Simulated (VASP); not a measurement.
# B (I4_1/amd) in VASP: notebook, part 2 of 2

VASP 6.6.1.

## 3. Single point, PBE (7.99 Å³/atom)

Input file INCAR:

```
SYSTEM = B
ALGO = Normal ; EDIFF = 1E-7
ENCUT = 520 ; GGA = PE
ISIF = 2 ; ISMEAR = -1
LASPH = .TRUE. ; LCHARG = .FALSE.
LREAL = .FALSE. ; LWAVE = .FALSE.
NBANDS = 10 ; NELM = 80
PREC = Accurate ; SIGMA = 0.05
```

Input file KPOINTS:

```
k-points
0
G
  21 21 21
  0 0 0
```

Input file POSCAR:

```
B
1.0
   -2.2369583102      2.2369583102      0.7982954225
    2.2369583102     -2.2369583102      0.7982954225
    2.2369583102      2.2369583102     -0.7982954225
B
2
Direct
   -0.3750000000     -0.1250000000     -0.2500000000
    0.3750000000      0.1250000000      0.2500000000
```

Potentials or basis: VASP PAW PBE potentials, release 64 (B).

On the command line:

```console
> cat potpaw_PBE.64/B/POTCAR > POTCAR
> mpirun -np 1 vasp_std > vasp.out
```

OUTCAR:

```text
SYSTEM = B
   EDIFF = 1E-7
   ENCUT = 520
   GGA = PE
   ISIF = 2
   ISMEAR = -1
   LASPH = .TRUE.
   LREAL = .FALSE.
   NELM = 80
   PREC = Accurate

 ion  position               nearest neighbor table
   1  0.625  0.875  0.750-
   2  0.375  0.125  0.250-

  LATTYP: Found a body centered tetragonal cell.
 ALAT       =     4.4739166204
 C/A-ratio  =     0.3568664730

  Lattice vectors:

 A1 = (  -2.2369583102,   2.2369583102,   0.7982954225)
 A2 = (   2.2369583102,  -2.2369583102,   0.7982954225)
 A3 = (   2.2369583102,   2.2369583102,  -0.7982954225)

Analysis of symmetry for initial positions (statically):
=====================================================================
 Subroutine PRICEL returns:
 Original cell was already a primitive cell.

 Routine SETGRP: Setting up the symmetry group for a
 body centered tetragonal supercell.

 Subroutine GETGRP returns: Found 16 space group operations
 (whereof  4 operations were pure point group operations)
 out of a pool of 16 trial point group operations.

The static configuration has the point symmetry C_2h.
 The point group associated with its full space group is D_4h.

Analysis of symmetry for dynamics (positions and initial velocities):
=====================================================================
 Subroutine PRICEL returns:
 Original cell was already a primitive cell.

 Routine SETGRP: Setting up the symmetry group for a
 body centered tetragonal supercell.

 Subroutine GETGRP returns: Found 16 space group operations
 (whereof  4 operations were pure point group operations)
 out of a pool of 16 trial point group operations.

The dynamic configuration has the point symmetry C_2h.
 The point group associated with its full space group is D_4h.

 Subroutine INISYM returns: Found 16 space group operations
 (whereof  4 operations are pure point group operations),
 and found     1 'primitive' translations

[... 118 lines left out ...]
   LORBIT       =      0    0 simple, 1 ext, 2 COOP (PROOUT), +10 PAW based schemes
   GGA     = PE    functional components
   LHFCALC =     F    Hartree Fock is set to
   AEXX    =    0.0000 exact exchange contribution
   IVDW    =     0    specifies the selected vdW correction
   LEPSILON=     F    determine dielectric tensor
   LRPA    =     F    only Hartree local field effects (RPA)
 non-spin polarized calculation
  energy-cutoff  :      520.00
  volume of cell :       15.98
 maximum number of plane-waves:       447
   NGX = 13   NGY = 13   NGZ = 13

 number of electron       6.0000001 magnetization

 Free energy of the ion-electron system (eV)
  ---------------------------------------------------
  ext. energy  EPLUGINS =         0.00000000
  ---------------------------------------------------
  free energy    TOTEN  =       -11.47841674 eV

  energy without entropy =      -11.47459059  energy(sigma->0) =      -11.47650367

 E-fermi :   6.0433     XC(G=0): -11.4438

 val. band max:        6.0413718575   @ k =   0.4762   0.3333   0.0952
 cond. band min:       6.0494139988   @ k =  -0.3333  -0.3333   0.0952
 fundamental gap:      0.0080421413
 Fermi energy:         6.0432956973

 k-point     1 :       0.0000    0.0000    0.0000
  band No.  band energies     occupation
      1      -8.8902      2.00000
      2       1.6011      2.00000
      3       1.6011      2.00000
      4       2.5182      2.00000
      5      11.0940      0.00000
      6      11.4549      0.00000
      7      11.4549      0.00000
      8      21.4354      0.00000
      9      23.3283      0.00000
     10      32.3698      0.00000
[... 287 lines left out ...]
 k-point    24 :      -0.3810    0.0476    0.0000
  band No.  band energies     occupation
      1      -3.3341      2.00000
      2       1.7518      2.00000
      3       6.1899      0.10114
      4      10.2307      0.00000
      5      10.9816      0.00000
      6      15.4834      0.00000
      7      16.8645      0.00000
      8      19.3715      0.00000
      9      21.1115      0.00000
     10      26.9743      0.00000

 [... further k-points ...]

------------------------ aborting loop because EDIFF is reached ----------------------------------------

  FORCE on cell =-STRESS in cart. coord.  units (eV):
  Direction    XX          YY          ZZ          XY          YZ          ZX
  --------------------------------------------------------------------------------------
  -------------------------------------------------------------------------------------
  Total       -0.0074824     -0.0074824     -0.0084411      0.0000000      0.0000000      0.0000000
  in kB       -0.7502623     -0.7502623     -0.8463918      0.0000000      0.0000000      0.0000000
  external PRESSURE =      -0.7823055 kB  Pullay stress =       0.0000000 kB

 VOLUME and BASIS-vectors are now :
 -----------------------------------------------------------------------------
  energy-cutoff  :      520.00
  volume of cell :       15.98
      direct lattice vectors                 reciprocal lattice vectors
    -2.236958310  2.236958310  0.798295422     0.000000000  0.223517800  0.626334545
     2.236958310 -2.236958310  0.798295422     0.223517800  0.000000000  0.626334545
     2.236958310  2.236958310 -0.798295422     0.223517800  0.223517800  0.000000000

 POSITION                                       TOTAL-FORCE (eV/Angst)
 -----------------------------------------------------------------------------------
      2.23696      1.11848      0.59872         0.000000     -0.000000     -0.000000
      0.00000      1.11848      0.19957        -0.000000      0.000000      0.000000
 -----------------------------------------------------------------------------------
    total drift:                               -0.000000      0.000000      0.000000

  FREE ENERGIE OF THE ION-ELECTRON SYSTEM (eV)
  ---------------------------------------------------
  free  energy   TOTEN  =       -11.4784167442 eV

  energy  without entropy=      -11.4745905889  energy(sigma->0) =      -11.47650367
```

OSZICAR:

```text
N       E                     dE             d eps       ncg     rms          rms(c)
DAV:   1     0.814979667568E+00    0.81498E+00   -0.29764E+03 14786   0.527E+02
DAV:   2    -0.117722403766E+02   -0.12587E+02   -0.12055E+02 19316   0.909E+01
DAV:   3    -0.119679006955E+02   -0.19566E+00   -0.19436E+00 17514   0.865E+00
DAV:   4    -0.119681208052E+02   -0.22011E-03   -0.22009E-03 16970   0.278E-01
DAV:   5    -0.119681208808E+02   -0.75587E-07   -0.75612E-07 16702   0.572E-03    0.473E+00
DAV:   6    -0.116136224049E+02    0.35450E+00   -0.22253E-01 15694   0.231E+00    0.265E+00
DAV:   7    -0.114781834987E+02    0.13544E+00   -0.30578E-01 16096   0.267E+00    0.305E-01
DAV:   8    -0.114784427893E+02   -0.25929E-03   -0.32137E-03 16088   0.487E-01    0.436E-02
DAV:   9    -0.114784141570E+02    0.28632E-04   -0.10370E-04 16754   0.545E-02    0.151E-02
DAV:  10    -0.114784168697E+02   -0.27127E-05   -0.32054E-06 16990   0.140E-02    0.202E-03
DAV:  11    -0.114784167208E+02    0.14897E-06   -0.10967E-07 14890   0.225E-03    0.545E-04
DAV:  12    -0.114784167442E+02   -0.23380E-07   -0.31256E-09  8860   0.520E-04
   1 F= -.11478417E+02 E0= -.11476504E+02  d E =-.382616E-02
```

stdout:

```text
POSCAR found type information on POSCAR B
 POSCAR found :  1 types and       2 ions
 scaLAPACK will be used
 LDA part: xc-table for (Slater+PW92), standard interpolation
 POSCAR, INCAR and KPOINTS ok, starting setup
 FFT: planning ... GRIDC
 FFT: planning ... GRID_SOFT
 FFT: planning ... GRID
 WAVECAR not read
 entering main loop
```

Run time: 84 s. Hardware: 1 thread of Intel Xeon 8259CL, shared host; peak memory 0.21 GiB.

Results:

```yaml
Free_energy: -11.4784 eV
Pressure: -0.1 GPa
Band_gap_on_the_k_mesh: zero (bands 3 and 4 overlap by 12.80 eV)
```

## 4. Relaxation of shape and atoms at fixed volume, PBE

This run uses another cell than the first one, of 3.20 Å³/atom.

Input file INCAR:

```
PREC     = Accurate       # precision mode
ENCUT    = 600            # plane-wave cutoff, eV
EDIFF    = 1E-6           # SCF threshold, eV
ISMEAR   = -1             # smearing method
SIGMA    = 0.05           # smearing width, eV
LREAL    = F              # projectors in reciprocal space
LASPH    = T              # aspherical terms in the spheres
NELM     = 80             # most SCF steps
ALGO     = Normal         # electronic algorithm
ISIF     = 4              # what is computed and relaxed
LWAVE    = F              # write WAVECAR
LCHARG   = F              # write CHGCAR
GGA      = PE             # functional
IBRION   = 2              # ionic algorithm
NSW      = 50             # ionic steps
EDIFFG   = -0.005         # ionic threshold
```

Input file KPOINTS:

```
regular mesh
0
Gamma
  21 21 21
```

Input file POSCAR:

```
B
1.0
   -1.6482049752      1.6482049752      0.5881890963
    1.6482049752     -1.6482049752      0.5881890963
    1.6482049752      1.6482049752     -0.5881890963
B
2
Direct
   -0.3750000000     -0.1250000000     -0.2500000000
    0.3750000000      0.1250000000      0.2500000000
```

On the command line:

```console
> cat potpaw_PBE.64/B/POTCAR > POTCAR
> mpirun -np 1 vasp_std > vasp.out
```

It took 6.6 min on 1 thread of Intel Xeon 8259CL, shared host; peak memory 0.15 GiB.

It converged, with:

```yaml
Free_energy: -3.7703 eV
Energy_gained_by_relaxing: 1772.8 meV/atom
Ionic_steps: 28
Pressure_after_relaxing: 591.6 GPa
Band_gap_on_the_k_mesh: zero (bands 3 and 4 overlap by 13.65 eV)
```

Stress tensor (GPa, compression positive):
```
591.65   0.00   0.00
  0.00 591.65   0.00
  0.00   0.00 591.57
```

The path:
```
step  energy change (eV)  largest force (eV/Å)  pressure (GPa)  volume (Å³)
   1              0.0000                0.0000          746.25         6.39
   2              0.8476                0.0000          774.67         6.39
   3             -0.4309                0.0000          698.01         6.39
   4             -0.6313                0.0000          682.93         6.39
   5             -3.2028                0.0000          586.91         6.39
   6             -3.4236                0.0000          605.55         6.39
   7             -3.5318                0.0000          588.93         6.39
   8             -3.5454                0.0000          591.14         6.39
   9             -3.5456                0.0000          591.83         6.39
  10             -3.5456                0.0000          591.83         6.39
  11             -3.5456                0.0000          591.82         6.39
  12             -3.5456                0.0000          591.82         6.39
  13             -3.5456                0.0000          591.82         6.39
  14             -3.5456                0.0000          591.82         6.39
  15             -3.5456                0.0000          591.82         6.39
  16             -3.5456                0.0000          591.82         6.39
  17             -3.5456                0.0000          591.82         6.39
  18             -3.5456                0.0000          591.82         6.39
  19             -3.5456                0.0000          591.82         6.39
  20             -3.5456                0.0000          591.82         6.39
  21             -3.5456                0.0000          591.82         6.39
  22             -3.5456                0.0000          591.82         6.39
  23             -3.5456                0.0000          591.81         6.39
  24             -3.5456                0.0000          591.79         6.39
  25             -3.5457                0.0000          591.75         6.39
  26             -3.5457                0.0000          591.70         6.39
  27             -3.5457                0.0000          591.56         6.39
  28             -3.5457                0.0000          591.62         6.39
```

Final structure:
```yaml
crystal:
  lattice:
    - [-1.50560, 1.50560, 0.70489]
    - [1.50560, -1.50560, 0.70489]
    - [1.50560, 1.50560, -0.70489]
  atoms:
    - { symbol: B, position: [0.62500, 0.87500, 0.75000] }
    - { symbol: B, position: [0.37500, 0.12500, 0.25000] }
```

Levels at points of the mesh, in eV from the Fermi level:
```
           k point  band 1  band 2  band 3  band 4  band 5  band 6  band 7
(0.00, 0.00, 0.00)  -25.80   -6.40   -6.40    5.99   11.22   20.08   20.08
```

## 5. Relaxation of shape and atoms at fixed volume, PBE

This run uses another cell than the first one, of 6.39 Å³/atom.

Input file INCAR:

```
  ALGO = Normal
  EDIFF = 1E-6
  EDIFFG = -0.005
  ENCUT = 600
  GGA = PE
  IBRION = 2
  ISIF = 4
  ISMEAR = -1
  LASPH = True
  LCHARG = False
  LREAL = False
  LWAVE = False
  NELM = 100
  NSW = 50
  PREC = Accurate
  SIGMA = 0.05
```

Input file KPOINTS:

```
k-points
0
Gamma
  21 21 21
```

Input file POSCAR:

```
B
1.0
   -2.0766081428      2.0766081428      0.7410718238
    2.0766081428     -2.0766081428      0.7410718238
    2.0766081428      2.0766081428     -0.7410718238
B
2
Direct
   -0.3750000000     -0.1250000000     -0.2500000000
    0.3750000000      0.1250000000      0.2500000000
```

On the command line:

```console
> cat potpaw_PBE.64/B/POTCAR > POTCAR
> mpirun -np 1 vasp_std > vasp.out
```

It took 6.2 min on 1 thread of Intel Xeon 8259CL, shared host; peak memory 0.19 GiB.

Results (log left out):

| Item | Value |
| --- | --- |
| Free energy | -11.2643 eV |
| Energy gained by relaxing | 144.2 meV/atom |
| Ionic steps | 19 |
| Pressure after relaxing | 27.7 GPa |
| Band gap on the k mesh | zero (bands 3 and 4 overlap by 13.40 eV) |

Stress tensor (GPa, compression positive):
```
27.64  0.00  0.00
 0.00 27.64  0.00
 0.00  0.00 27.80
```

The path:
```csv
step,energy change (eV),largest force (eV/Å),pressure (GPa),volume (Å³)
1,0.0000,0.0000,58.94,12.78
2,-0.1091,0.0000,8.87,12.78
3,-0.2862,0.0000,25.22,12.78
4,-0.2882,0.0000,27.01,12.78
5,-0.2884,0.0000,27.72,12.78
6,-0.2884,0.0000,27.72,12.78
7,-0.2884,0.0000,27.72,12.78
8,-0.2884,0.0000,27.72,12.78
9,-0.2884,0.0000,27.72,12.78
10,-0.2884,0.0000,27.72,12.78
11,-0.2884,0.0000,27.72,12.78
12,-0.2884,0.0000,27.72,12.78
13,-0.2884,0.0000,27.72,12.78
14,-0.2884,0.0000,27.72,12.78
15,-0.2884,0.0000,27.72,12.78
16,-0.2884,0.0000,27.72,12.78
17,-0.2884,0.0000,27.72,12.78
18,-0.2884,0.0000,27.71,12.78
19,-0.2884,0.0000,27.70,12.78
```

Final structure:
```
B
1.0
    -2.01337    2.01337    0.78836
     2.01337   -2.01337    0.78836
     2.01337    2.01337   -0.78836
B
2
Cartesian
  2.0134 1.0067 0.5913
  0.0000 1.0067 0.1971
```

Levels at points of the mesh, in eV from the Fermi level:
| k point | band 1 | band 2 | band 3 | band 4 | band 5 | band 6 | band 7 |
| --- | --- | --- | --- | --- | --- | --- | --- |
| (0.00, 0.00, 0.00) | -17.52 | -5.24 | -5.24 | -1.23 | 4.88 | 7.82 | 7.82 |

## 6. Overview

```csv
task,cell,cutoff (eV),gap on the mesh (eV),pressure (GPa)
single point,"a = 3.263 Å, angles 93.4, 93.4, 151.7°, 2 atoms",520,none,-0.1
relaxation of shape and atoms at fixed volume,"relaxed from a = 2.404 Å, angles 93.4, 93.4, 151.7°, 2 atoms",600,none,591.6
relaxation of shape and atoms at fixed volume,"relaxed from a = 3.029 Å, angles 93.4, 93.4, 151.7°, 2 atoms",600,none,27.7
```

Alike in all rows: level PBE; potentials or basis VASP PAW PBE potentials, release 64 (B); no spin polarisation; k mesh 21 × 21 × 21; smearing fermi-dirac 0.05 eV.

Absolute energies hang on the potentials; compare differences alone.

The gap in the log of VASP goes by the Fermi energy; the results here count the filled bands.